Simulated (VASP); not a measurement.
Sc2InN3: single point with PBE

Sc2InN3:

```
Sc In N
1.0
     5.09177    0.00000    0.00000
    -2.54589    4.40961    0.00000
     0.00000    0.00000    5.06099
Sc In N
2 1 3
Direct
  0.33333 0.66667 0.50000
  0.66667 0.33333 0.50000
  0.00000 0.00000 0.50000
  0.33333 0.66667 0.00000
  0.66667 0.33333 0.00000
  0.00000 0.00000 0.00000
```

```json
{"Program": "VASP 6.6.1", "Task": "single point", "Functional": "PBE", "Potentials or basis": "VASP PAW PBE potentials, release 64 (Sc_sv, In_d, N)", "Cutoff": "600 eV", "k mesh": "6 × 6 × 4", "Occupations": "gaussian, width 0.1 eV", "Spin": "no spin polarisation"}
```

| Quantity | Value |
| --- | --- |
| Pressure | -9.9 GPa |
| Band gap on the k mesh | zero (band 25 reaches 3.07 eV, above the bottom of band 26 at 2.48 eV) |

Stress tensor (GPa, compression positive):
```
  3.31   0.00   0.00
  0.00   3.31   0.00
  0.00   0.00 -36.28
```

Levels at points of the mesh, in eV from the Fermi level:
```tsv
k point	band 21	band 22	band 23	band 24	band 25	band 26	band 27	band 28	band 29	band 30
(0.00, 0.00, 0.00)	-1.48	-1.48	-1.07	-0.57	-0.08	-0.08	1.13	1.13	1.22	1.22
(0.50, 0.00, 0.00)	-1.46	-0.93	-0.93	-0.42	-0.31	0.20	0.45	0.50	0.59	0.97
(0.00, 0.00, 0.50)	-1.59	-1.52	-1.52	-0.90	-0.90	-0.31	1.02	1.02	1.05	1.05
(0.50, 0.00, 0.50)	-1.43	-1.27	-1.16	-0.30	0.01	0.29	0.32	0.33	0.54	1.24
```

Wall time 4.6 min on 1 thread of Intel Xeon 8259CL (shared host), peak memory 0.31 GiB.

Caveat: spin-orbit coupling is left out, which moves the levels of the heavy elements.
